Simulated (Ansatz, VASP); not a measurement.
One calculation of Hf, two programs

```
CELL_PARAMETERS angstrom
3.19873 0.00000 0.00000
-1.59937 2.77018 0.00000
0.00000 0.00000 5.05050
ATOMIC_POSITIONS crystal
Hf 0.33333 0.66667 0.25000
Hf 0.66667 0.33333 0.75000
```

Alike in both runs: task single point; functional r2SCAN; k mesh 11 × 11 × 6; occupations fermi-dirac, width 0.3 eV; no spin polarisation.

|  | VASP | Ansatz |
| --- | --- | --- |
| version | VASP 6.6.1 | Ansatz 0.2.0 |
| potentials or method | VASP PAW PBE potentials, release 64 (Hf_pv), cutoff 520 eV | plane waves (500 eV) with PAW, scalar-relativistic |
| valence electrons in the cell | 20 | 52 |

Ansatz gave:

| Item | Value |
| --- | --- |
| pressure (GPa) | 0.8 |
| traceless stress, the component that is largest in VASP (GPa) | 0.84 |

Problem. Which values does VASP return?

Solution. Pressure (GPa): 0.3; traceless stress, the component that is largest in VASP (GPa): 0.75.

VASP's potentials were made for PBE, not for r2SCAN. VASP's potentials hold 20 valence electrons a cell and Ansatz's 52, so a difference there can come from the potentials and not from the codes.

Neither program's run includes spin-orbit coupling.
